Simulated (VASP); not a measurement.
# CdHg2Se3 in VASP: notebook

CdHg2Se3 is run at these levels: PBE; tasks: single point.

Everything below comes from runs of VASP 6.6.1. Logs are shortened: lines on timing, memory, paths and dates and some standing lists are left out, and cuts for length are marked.

### Step 1. The cell of the first run

The structure is monoclinic, space group C2 (No. 5). Conventional cell: a = 7.353 Å, b = 4.733 Å, c = 10.064 Å, α = 90.00°, β = 95.62°, γ = 90.00°. Cd (site symmetry 2) has 4 Se at 2.68 to 2.76 Å within 3.5 Å. Within 4.3 Å of Hg (site symmetry 1) lie 6 Se at 2.51 to 3.64 Å and 1 Hg at 3.82 Å and 3 Cd at 4.04 to 4.29 Å. Within 4.3 Å of Hg (site symmetry 1) lie 6 Se at 2.51 to 3.64 Å and 1 Hg at 3.82 Å and 3 Cd at 4.04 to 4.29 Å. Within 3.3 Å of Se (site symmetry 1) lie 1 Hg at 2.51 Å and 2 Cd at 2.68 to 2.76 Å. Se (site symmetry 1) has 1 Hg at 2.51 Å and 2 Cd at 2.68 to 2.76 Å within 3.3 Å. Se (site symmetry 2) has 4 Hg at 2.52 to 3.38 Å within 3.4 Å.

### Step 2. Single point, PBE

INCAR reads:

```
PREC = Accurate
ENCUT = 520
EDIFF = 1E-6
ISMEAR = 0
SIGMA = 0.1
LREAL = F
LASPH = T
NELM = 80
ALGO = Normal
ISIF = 2
LWAVE = F
LCHARG = F
GGA = PE
NBANDS = 66
```

KPOINTS reads:

```
regular mesh
0
Gamma
  4 2 2
```

POSCAR reads:

```
CdHg2Se3
1.0
   -3.6762604083     -2.3664496692     -0.0053415240
   -3.6762604083      7.0993490077     -0.0053415240
    1.0006212014      0.0000000000    -10.0137647592
Cd Hg Se
2 4 6
Direct
    0.1813381919      0.8186618081      0.5000000000
    0.6813381919      0.3186618081      0.5000000000
    0.6371600695      0.6410130326      0.1706306799
    0.1371600695      0.1410130326      0.1706306799
    0.2199004163      0.5019264815      0.8293693201
    0.7199004163      0.0019264815      0.8293693201
    0.7138534498      0.7672235518      0.6540751882
    0.2138534498      0.2672235518      0.6540751882
    0.9922379474      0.5266850510      0.3459248118
    0.4922379474      0.0266850510      0.3459248118
    0.2555099250      0.7444900750      0.0000000000
    0.7555099250      0.2444900750      0.0000000000
```

Potentials or basis: VASP PAW PBE potentials, release 64 (Cd, Hg, Se).

Command:

```sh
$ cat potpaw_PBE.64/Cd/POTCAR potpaw_PBE.64/Hg/POTCAR potpaw_PBE.64/Se/POTCAR > POTCAR
$ mpirun -np 1 vasp_std > vasp.out
```

OUTCAR:

```text
PREC = Accurate
   ENCUT = 520
   EDIFF = 1E-6
   ISMEAR = 0
   LREAL = F
   LASPH = T
   NELM = 80
   ISIF = 2
   GGA = PE

 ion  position               nearest neighbor table
   1  0.181  0.819  0.500-   7 2.68  10 2.68   7 2.76   9 2.76
   2  0.681  0.319  0.500-   8 2.68   9 2.68   8 2.76  10 2.76
   3  0.637  0.641  0.171-   9 2.51  11 2.52   5 3.82
   4  0.137  0.141  0.171-  10 2.51  12 2.52   6 3.82
   5  0.220  0.502  0.829-   8 2.51  11 2.52   3 3.82
   6  0.720  0.002  0.829-   7 2.51  12 2.52   4 3.82
   7  0.714  0.767  0.654-   6 2.51   1 2.68   1 2.76
   8  0.214  0.267  0.654-   5 2.51   2 2.68   2 2.76
   9  0.992  0.527  0.346-   3 2.51   2 2.68   1 2.76
  10  0.492  0.027  0.346-   4 2.51   1 2.68   2 2.76
  11  0.256  0.744  0.000-   3 2.52   5 2.52
  12  0.756  0.244  0.000-   4 2.52   6 2.52

  LATTYP: Found a triclinic cell.
 ALAT       =     8.7441416179
 B/A-ratio  =     1.5017754123
 C/A-ratio  =     0.5000000000
 COS(alpha) =     0.0059171798
 COS(beta)  =     0.4140640218
 COS(gamma) =     0.5911604592

  Lattice vectors:

 A1 = (   7.3525208166,  -4.7328993385,   0.0106830480)
 A2 = (   4.6768816097,  -7.0993490077, -10.0084232352)
 A3 = (   3.6762604083,   2.3664496692,   0.0053415240)

Analysis of symmetry for initial positions (statically):
=====================================================================
 Subroutine PRICEL returns following result:

  LATTYP: Found a base centered monoclinic cell.
 ALAT       =     7.3525285777
 B/A-ratio  =     0.6437104308
 C/A-ratio  =     1.3687310157
 COS(beta)  =    -0.0979835310

  Lattice vectors:

 A1 = (  -3.6762604083,  -2.3664496692,  -0.0053415240)
 A2 = (  -3.6762604083,   2.3664496692,  -0.0053415240)
 A3 = (   1.0006212014,   0.0000000000, -10.0137647592)

   2 primitive cells build up your supercell.

 Routine SETGRP: Setting up the symmetry group for a
 triclinic supercell.

 Subroutine GETGRP returns: Found  1 space group operations
 (whereof  1 operations were pure point group operations)
 out of a pool of  2 trial point group operations.

The static configuration has the point symmetry C_1 .

Analysis of symmetry for dynamics (positions and initial velocities):
=====================================================================
 Subroutine PRICEL returns following result:

  LATTYP: Found a base centered monoclinic cell.
 ALAT       =     7.3525285777
 B/A-ratio  =     0.6437104308
 C/A-ratio  =     1.3687310157
 COS(beta)  =    -0.0979835310

  Lattice vectors:

 A1 = (  -3.6762604083,  -2.3664496692,  -0.0053415240)
 A2 = (  -3.6762604083,   2.3664496692,  -0.0053415240)
 A3 = (   1.0006212014,   0.0000000000, -10.0137647592)

   2 primitive cells build up your supercell.

 Routine SETGRP: Setting up the symmetry group for a
 triclinic supercell.

 Subroutine GETGRP returns: Found  1 space group operations
 (whereof  1 operations were pure point group operations)
 out of a pool of  2 trial point group operations.

The dynamic configuration has the point symmetry C_1 .

 Subroutine INISYM returns: Found  1 space group operations
 (whereof  1 operations are pure point group operations),
 and found     2 'primitive' translations

----------------------------------------------------------------------------------------

                                     Primitive cell

  volume of cell :     174.2585

  direct lattice vectors                    reciprocal lattice vectors
    -3.676260408 -2.366449669 -0.005341524    -0.135988032 -0.211286978 -0.013588546
    -3.676260408  2.366449669 -0.005341524    -0.135988032  0.211286978 -0.013588546
     1.000621201  0.000000000-10.013764759     0.000145077  0.000000000 -0.099848045

  length of vectors
     4.372070809  4.372070809 10.063633908     0.251633822  0.251633822  0.099848150

  position of ions in fractional coordinates (direct lattice)
     0.362676384  0.637323616  0.500000000
     0.996147037  0.282026065  0.170630680
     0.717973935  0.003852963  0.829369320
     0.946629898  0.534447104  0.654075188
     0.465552896  0.053370102  0.345924812
     0.511019850  0.488980150  0.000000000

  ion indices of the primitive-cell ions
   primitive index   ion index
                 1           1
                 2           4
                 3           5
                 4           8
                 5           9
                 6          11

----------------------------------------------------------------------------------------

 KPOINTS: regular mesh

Automatic generation of k-mesh.
 Grid dimensions read from file:
 generate k-points for:    4    2    2

 Generating k-lattice:

  Cartesian coordinates                     Fractional coordinates (reciprocal lattice)
    -0.050995512 -0.026410872 -0.005095705     0.250000000 -0.000000000  0.000000000
    -0.033997008  0.052821745 -0.003397137     0.000000000  0.500000000 -0.000000000
     0.000072538  0.000000000 -0.049924022    -0.000000000 -0.000000000  0.500000000

  Length of vectors
     0.057654511  0.062908456  0.049924075

  Shift w.r.t. Gamma in fractional coordinates (k-lattice)
     0.000000000  0.000000000  0.000000000

 Subroutine IBZKPT returns following result:
 ===========================================

 Found     12 irreducible k-points:

 Following reciprocal coordinates:
            Coordinates               Weight
  0.000000  0.000000  0.000000      1.000000
  0.250000 -0.000000  0.000000      2.000000
  0.500000 -0.000000  0.000000      1.000000
 -0.000000  0.500000  0.000000      1.000000
  0.250000  0.500000  0.000000      2.000000
  0.500000  0.500000  0.000000      1.000000
  0.000000  0.000000  0.500000      1.000000
  0.250000 -0.000000  0.500000      2.000000
  0.500000 -0.000000  0.500000      1.000000
 -0.000000  0.500000  0.500000      1.000000
  0.250000  0.500000  0.500000      2.000000
  0.500000  0.500000  0.500000      1.000000
   k-points           NKPTS =     12   k-points in BZ     NKDIM =     12   number of bands    NBANDS=     66
   number of dos      NEDOS =    301   number of ions     NIONS =     12
   total plane-waves  NPLWV = 172800
   dimension x,y,z NGX =    36 NGY =   60 NGZ =   80
   dimension x,y,z NGXF=    72 NGYF=  120 NGZF=  160
   ions per type =               2   4   6
   NGX,Y,Z   is equivalent  to a cutoff of  13.69, 12.48, 13.22 a.u.
   NGXF,Y,Z  is equivalent  to a cutoff of  27.38, 24.95, 26.43 a.u.
 SYSTEM =  unknown system
   PREC   = accura    normal or accurate (medium, high low for compatibility)
   ISTART =      0    job   : 0-new  1-cont  2-samecut
   ICHARG =      2    charge: 1-file 2-atom 10-const
   ISPIN  =      1    spin polarized calculation?
   LNONCOLLINEAR =      F non collinear calculations
   LSORBIT =      F    spin-orbit coupling
   LASPH  =      T    aspherical Exc in radial PAW
   ENCUT  =  520.0 eV  38.22 Ry    6.18 a.u.   8.13 14.86 18.71*2*pi/ulx,y,z
   NELM   =     80;   NELMIN=  2; NELMDL= -5     # of ELM steps
   EDIFF  = 0.1E-05   stopping-criterion for ELM
   LREAL  =      F    real-space projection
   EDIFFG = 0.1E-04   stopping-criterion for IOM
   NSW    =      0    number of steps for IOM
   IBRION =     -1    ionic relax: 0-MD 1-quasi-New 2-CG
   NFREE  =      0    steps in history (QN), initial steepest desc. (CG)
   ISIF   =      2    stress and relaxation
   ISYM   =      2    0-nonsym 1-usesym 2-fastsym
   POTIM  = 0.5000    time-step for ionic-motion
   TEBEG  =    0.0;   TEEND  =   0.0 temperature during run
   PSTRESS=    0.0 pullay stress
   NELECT =     108.0000    total number of electrons
   NUPDOWN=      -1.0000    fix difference up-down
   EMIN   =  10.00;   EMAX   =-10.00  energy-range for DOS
   EFERMI =   0.00;   METHOD = LEGACY
   ISMEAR =     0;   SIGMA  =   0.10  broadening in eV -4-tet -1-fermi 0-gaus
   EFERMI_NEDOS =   21; number of points for ismear=-14 and -15
   IALGO  =     38    algorithm
   IMIX   =      4    mixing-type and parameters
     AMIX     =   0.40;   BMIX     =  1.00
     AMIX_MAG =   1.60;   BMIX_MAG =  1.00
  volume/ion in A,a.u.               =      29.04       195.99
  Fermi-wavevector in a.u.,A,eV,Ry     =   1.107834  2.093503 16.698384  1.227297
  Thomas-Fermi vector in A             =   2.244354
   LORBIT       =      0    0 simple, 1 ext, 2 COOP (PROOUT), +10 PAW based schemes
   GGA     = PE    functional components
   LHFCALC =     F    Hartree Fock is set to
   AEXX    =    0.0000 exact exchange contribution
   IVDW    =     0    specifies the selected vdW correction
   LEPSILON=     F    determine dielectric tensor
   LRPA    =     F    only Hartree local field effects (RPA)
 non-spin polarized calculation
 Gauss-broadening in eV      SIGMA  =   0.10
  energy-cutoff  :      520.00
  volume of cell :      348.52
 maximum number of plane-waves:      9420
 NGX is ok and might be reduce to    36
   NGX = 17   NGY = 29   NGZ = 37

 number of electron     108.0000001 magnetization

 Free energy of the ion-electron system (eV)
  ---------------------------------------------------
  ext. energy  EPLUGINS =         0.00000000
  ---------------------------------------------------
  free energy    TOTEN  =       -26.72379511 eV

  energy without entropy =      -26.72379511  energy(sigma->0) =      -26.72379511

 E-fermi :   1.5610     XC(G=0):  -8.9956

 val. band max:        1.0745534385   @ k =   0.0000   0.0000   0.5000
 cond. band min:       2.0272442328   @ k =   0.0000   0.0000   0.0000
 fundamental gap:      0.9526907944
 Fermi energy:         1.5609657951

 k-point     1 :       0.0000    0.0000    0.0000
  band No.  band energies     occupation
      1     -11.7816      2.00000
      2     -11.3983      2.00000
      3     -11.1274      2.00000
      4     -11.1194      2.00000
      5     -11.1115      2.00000
      6     -11.0204      2.00000
[... 58 lines left out ...]
     65       6.6334      0.00000
     66       6.8792      0.00000

 k-point     2 :       0.2500   -0.0000    0.0000
  band No.  band energies     occupation
      1     -11.6369      2.00000
      2     -11.3552      2.00000
      3     -11.1600      2.00000
      4     -11.0979      2.00000
      5     -11.0012      2.00000
      6     -10.9980      2.00000
[... 58 lines left out ...]
     65       5.9953      0.00000
     66       6.4633      0.00000

 k-point     3 :       0.5000   -0.0000    0.0000
  band No.  band energies     occupation
      1     -11.3951      2.00000
      2     -11.3951      2.00000
      3     -11.1270      2.00000
      4     -11.1270      2.00000
      5     -10.9431      2.00000
      6     -10.9431      2.00000
[... 610 lines left out ...]
     65       6.2393      0.00000
     66       6.5597      0.00000

 k-point    12 :       0.5000    0.5000    0.5000
  band No.  band energies     occupation
      1     -11.4146      2.00000
      2     -11.3870      2.00000
      3     -11.1623      2.00000
      4     -11.0431      2.00000
      5     -10.9876      2.00000
      6     -10.9313      2.00000
[... 58 lines left out ...]
     65       6.1644      0.00000
     66       6.3916      0.00000

------------------------ aborting loop because EDIFF is reached ----------------------------------------

  FORCE on cell =-STRESS in cart. coord.  units (eV):
  Direction    XX          YY          ZZ          XY          YZ          ZX
  --------------------------------------------------------------------------------------
  -------------------------------------------------------------------------------------
  Total        0.4805857      0.7748549      0.7504292      0.1242433      0.0092711      0.2276597
  in kB        2.2093143      3.5621074      3.4498193      0.5711623      0.0426203      1.0465807
  external PRESSURE =       3.0737470 kB  Pullay stress =       0.0000000 kB

 VOLUME and BASIS-vectors are now :
 -----------------------------------------------------------------------------
  energy-cutoff  :      520.00
  volume of cell :      348.52
      direct lattice vectors                 reciprocal lattice vectors
    -3.676260408 -2.366449669 -0.005341524    -0.203982047 -0.105643489 -0.020382820
    -3.676260408  7.099349008 -0.005341524    -0.067994016  0.105643489 -0.006794273
     1.000621201  0.000000000-10.013764759     0.000145077  0.000000000 -0.099848045

 POSITION                                       TOTAL-FORCE (eV/Angst)
 -----------------------------------------------------------------------------------
     -3.17595      5.38284     -5.01222        -0.001552      0.005300      0.004180
     -3.17595      0.64994     -5.01222        -0.001552      0.005300      0.004180
     -4.52816      3.04297     -1.71548        -0.002629     -0.000099     -0.000259
     -0.85190      0.67652     -1.71014        -0.002629     -0.000099     -0.000259
     -1.82374      3.04297     -8.30896         0.003516     -0.001069      0.000128
     -1.82374     -1.68993     -8.30896         0.003516     -0.001069      0.000128
     -4.79034      3.75749     -6.55767         0.020220     -0.044522      0.018644
     -1.11408      1.39104     -6.55232         0.020220     -0.044522      0.018644
     -5.23782      1.39104     -3.47212        -0.020268     -0.042681     -0.028837
     -1.56156     -0.97541     -3.46678        -0.020268     -0.042681     -0.028837
     -3.67626      4.68074     -0.00534         0.000712      0.083071      0.006144
     -3.67626     -0.05216     -0.00534         0.000712      0.083071      0.006144
 -----------------------------------------------------------------------------------
    total drift:                                0.000129     -0.000709      0.000271

  FREE ENERGIE OF THE ION-ELECTRON SYSTEM (eV)
  ---------------------------------------------------
  free  energy   TOTEN  =       -26.7237951147 eV

  energy  without entropy=      -26.7237951147  energy(sigma->0) =      -26.72379511
```

It took 7.2 min on 1 thread of Intel Xeon Platinum 8259CL at 2.50GHz (Skylake/Cascade Lake), shared host; peak memory 0.55 GiB.

Results:

| Property | Result |
| --- | --- |
| Free energy | -26.7238 eV |
| Pressure | 0.3 GPa |
| Largest force | 0.083 eV/Å |
| Band gap on the k mesh | 0.95 eV |

Forces on the atoms (eV/Å):
```
Cd  -0.002  0.005  0.004
Cd  -0.002  0.005  0.004
Hg  -0.003  0.000  0.000
Hg  -0.003  0.000  0.000
Hg   0.004 -0.001  0.000
Hg   0.004 -0.001  0.000
Se   0.020 -0.045  0.019
Se   0.020 -0.045  0.019
Se  -0.020 -0.043 -0.029
Se  -0.020 -0.043 -0.029
Se   0.001  0.083  0.006
Se   0.001  0.083  0.006
```

Levels at points of the mesh, in eV from the valence-band top:
```csv
k point,band 50,band 51,band 52,band 53,band 54,band 55,band 56,band 57,band 58,band 59
"(0.00, 0.00, 0.00)",-0.62,-0.47,-0.45,-0.30,-0.03,0.95,1.57,2.54,2.72,2.77
"(0.50, 0.00, 0.00)",-1.29,-1.05,-1.05,-0.70,-0.70,2.15,2.15,2.53,2.53,3.10
"(0.00, 0.50, 0.00)",-0.94,-0.50,-0.50,-0.25,-0.25,1.97,1.97,2.68,2.68,3.15
"(0.50, 0.50, 0.00)",-1.22,-1.18,-0.99,-0.62,-0.45,1.57,1.75,2.54,2.55,2.62
"(0.00, 0.00, 0.50)",-0.63,-0.46,-0.45,-0.30,0.00,1.68,1.78,2.00,2.45,2.71
"(0.50, 0.00, 0.50)",-1.52,-1.31,-1.31,-0.53,-0.53,2.32,2.32,2.66,2.66,3.12
"(0.00, 0.50, 0.50)",-0.85,-0.60,-0.60,-0.26,-0.26,2.01,2.01,2.38,2.38,3.12
"(0.50, 0.50, 0.50)",-1.17,-1.17,-0.76,-0.63,-0.45,1.68,1.84,2.45,2.50,2.54
```

Caveat: spin-orbit coupling is left out, which moves the levels of the heavy elements. A k mesh can miss the band edges.

(Part 1 of 2 ends here.)
